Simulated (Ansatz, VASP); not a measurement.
SiC: VASP beside Ansatz

Contents of INCAR:

```
PREC = Accurate
ENCUT = 520
EDIFF = 1E-6
ISMEAR = 0
SIGMA = 0.05
LREAL = F
LASPH = T
NELM = 60
ALGO = Normal
ISIF = 2
LWAVE = F
LCHARG = F
IBRION = 2
NSW = 50
EDIFFG = -0.01
```

File KPOINTS:

```
regular mesh
0
Gamma
  12 12 6
```

Contents of POSCAR:

```
SiC
1.0
    3.2112017906      0.0000000000      0.0000000000
   -1.6056008953      2.7809823273      0.0000000000
    0.0000000000      0.0000000000      5.2705983105
Si C
2 2
Direct
    0.3333333333      0.6666666667      0.0046041256
    0.6666666667      0.3333333333      0.5046041256
    0.3333333333      0.6666666667      0.3803958744
    0.6666666667      0.3333333333      0.8803958744
```

Input for Ansatz:

```yaml
crystal:
  lattice:
    - [3.2112017906, 0.0, 0.0]
    - [-1.6056008953, 2.7809823273, 0.0]
    - [0.0, 0.0, 5.2705983105]
  atoms:
    - { symbol: Si, position: [0.3333333333, 0.6666666667, 0.0046041256] }
    - { symbol: Si, position: [0.6666666667, 0.3333333333, 0.5046041256] }
    - { symbol: C, position: [0.3333333333, 0.6666666667, 0.3803958744] }
    - { symbol: C, position: [0.6666666667, 0.3333333333, 0.8803958744] }
basis:
  ecutwfc: 520.0
kpoints:
  mp_grid: { grid: [12, 12, 6] }
hamiltonian:
  xc: lda
  pseudopotentials: { kind: paw, azcp: { folder: soft_1 } }
scf:
  occupations: { method: gaussian, width: 0.05 }
output:
  forces: true
  stress: true
  eigenvalues: true
relax:
  adjacent_minimum: "off"
  f_tol: 0.01
  max_steps: 30
```

Alike in both runs: task relaxation of the atoms; functional LDA; k mesh 12 × 12 × 6; occupations gaussian, width 0.05 eV; no spin polarisation.

```csv
,VASP,Ansatz
version,VASP 6.6.1,Ansatz 0.2.0
potentials or method,"VASP PAW LDA potentials, release 64 (Si, C), cutoff 520 eV","scalar-relativistic, plane waves, PAW"
valence electrons in the cell,16,16
```

|  | VASP | Ansatz | Ansatz less VASP |
| --- | --- | --- | --- |
| gap on the k mesh at the Fermi level, each at its own relaxed structure (eV) | 2.37 | 2.38 | +0.010 |

Ansatz warns that its potentials were made for another functional, while VASP's fit it. LDA's correlation is that of Perdew and Zunger in VASP and of Perdew and Wang (1992) in Ansatz. Ansatz's warnings: stress scf threshold loose.
